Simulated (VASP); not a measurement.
Here is a VASP 6.6.1 calculation.

File INCAR:

```
SYSTEM = Al
ALGO = Fast
EDIFF = 1E-6
ENCUT = 520
GGA = PS
ISIF = 2
ISMEAR = 0
LASPH = .True.
LCHARG = .False.
LREAL = .False.
LWAVE = .False.
NBANDS = 8
NELM = 60
PREC = Accurate
SIGMA = 0.15
```

KPOINTS

```
k-points
0
Gamma
  20 20 20
  0 0 0
```

The input POSCAR:

```
Al
1.0
   -1.5514382228      1.5514382228      1.6309991572
    1.5514382228     -1.5514382228      1.6309991572
    1.5514382228      1.5514382228     -1.6309991572
Al
1
Direct
    0.0000000000      0.0000000000      0.0000000000
```

Potentials or basis: VASP PAW PBE potentials, release 64 (Al).

The run is started by

```console
$ cat potpaw_PBE.64/Al/POTCAR > POTCAR
$ mpirun -np 1 vasp_std > vasp.out
```

Task: Predict the pressure.

Result: 4.5 GPa.

Stress tensor (GPa, compression positive):
```
3.61 0.00 0.00
0.00 3.61 0.00
0.00 0.00 6.18
```

Caveat: the cell differs from its parent crystal (strain -0.025 along x and y, +0.025 along z); the PAW data sets were made with another functional, which shifts forces and pressure a little.
